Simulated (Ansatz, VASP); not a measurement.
# InP in VASP and in Ansatz

```xyz
2
Lattice="0.0000 2.8707 2.8707 2.8707 0.0000 2.8707 2.8707 2.8707 0.0000" Properties=species:S:1:pos:R:3 pbc="T T T"
In    0.0000    0.0000    0.0000
P     4.3060    4.3060    4.3060
```

Alike in both runs: task single point; functional PBE0; k mesh 4 × 4 × 4; occupations fermi-dirac, width 0.05 eV; no spin polarisation.

```csv
,VASP,Ansatz
version,VASP 6.6.1,Ansatz 0.2.0
potentials or method,"VASP PAW PBE potentials, release 64 (In_d, P)",Ansatz PAW
plane-wave cutoff (eV),520,420
valence electrons in the cell,18,18
```

|  | VASP | Ansatz | Ansatz less VASP |
| --- | --- | --- | --- |
| gap on the k mesh at the Fermi level (eV) | 2.63 | 2.58 | -0.048 |
| least direct gap on the mesh (eV) | 2.63 | 2.58 | -0.048 |
| pressure (GPa) | 6.6 | 7.0 | +0.35 |

With one functional, cell and mesh, what is left measures potentials, basis and numerics.

The k mesh is coarse, so the values compare programs but aren't converged.
